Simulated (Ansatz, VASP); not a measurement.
# One calculation of NaCaScS3O12, two programs

```
Na Ca Sc S O
1.0
     4.48618    2.59010    7.94719
    -4.48618    2.59010    7.94719
     0.00000   -5.18019    7.94719
Na Ca Sc S O
2 2 2 6 24
Direct
  0.49914 0.49914 0.49914
  0.99914 0.99914 0.99914
  0.35135 0.35135 0.35135
  0.85135 0.85135 0.85135
  0.65052 0.65052 0.65052
  0.15052 0.15052 0.15052
  0.54112 0.95055 0.25927
  0.95055 0.25927 0.54112
  0.25927 0.54112 0.95055
  0.04112 0.75927 0.45055
  0.75927 0.45055 0.04112
  0.45055 0.04112 0.75927
  0.51270 0.10094 0.28868
  0.10094 0.28868 0.51270
  0.28868 0.51270 0.10094
  0.01270 0.78868 0.60094
  0.78868 0.60094 0.01270
  0.60094 0.01270 0.78868
  0.48871 0.88285 0.72635
  0.88285 0.72635 0.48871
  0.72635 0.48871 0.88285
  0.98871 0.22635 0.38285
  0.22635 0.38285 0.98871
  0.38285 0.98871 0.22635
  0.41979 0.20893 0.60369
  0.20893 0.60369 0.41979
  0.60369 0.41979 0.20893
  0.91979 0.10369 0.70893
  0.10369 0.70893 0.91979
  0.70893 0.91979 0.10369
  0.55805 0.78215 0.42522
  0.78215 0.42522 0.55805
  0.42522 0.55805 0.78215
  0.05805 0.92522 0.28215
  0.92522 0.28215 0.05805
  0.28215 0.05805 0.92522
```

Alike in both runs: task electric field gradients; functional PBE; k mesh 3 × 3 × 3; occupations fermi-dirac, width 0.02 eV; no spin polarisation.

|  | VASP | Ansatz |
| --- | --- | --- |
| version | VASP 6.6.1 | Ansatz 0.2.0 |
| potentials or method | VASP PAW PBE potentials, release 64 (Na_pv, Ca_sv, Sc_sv, S, O) | plane-wave PAW, scalar-relativistic |
| plane-wave cutoff (eV) | 520 | 420 |
| valence electrons in the cell | 236 | 240 |

VASP gave:

| Quantity | Value |
| --- | --- |
| gap on the k mesh at the Fermi level (eV) | 3.85 |
| pressure (GPa) | -0.1 |
| traceless stress, the component that is largest in VASP (GPa) | -0.38 |
| rms of the force components (eV/Å) | 0.080 |
| size of Vzz on the site where it differs most (V/Å²) | 24.4 |

Task: What did Ansatz give for the same quantities?

Result: gap on the k mesh at the Fermi level (eV): 3.86; pressure (GPa): 0.7; traceless stress, the component that is largest in VASP (GPa): -0.32; rms of the force components (eV/Å): 0.167; size of Vzz on the site where it differs most (V/Å²): 21.8.

Atom by atom the forces differ by 0.127 eV/Å (rms over components). One of these differences is far larger than is usual between the two programs; its cause wasn't traced. VASP's potentials hold 236 valence electrons a cell and Ansatz's 240, so a difference there can come from the potentials and not from the codes.
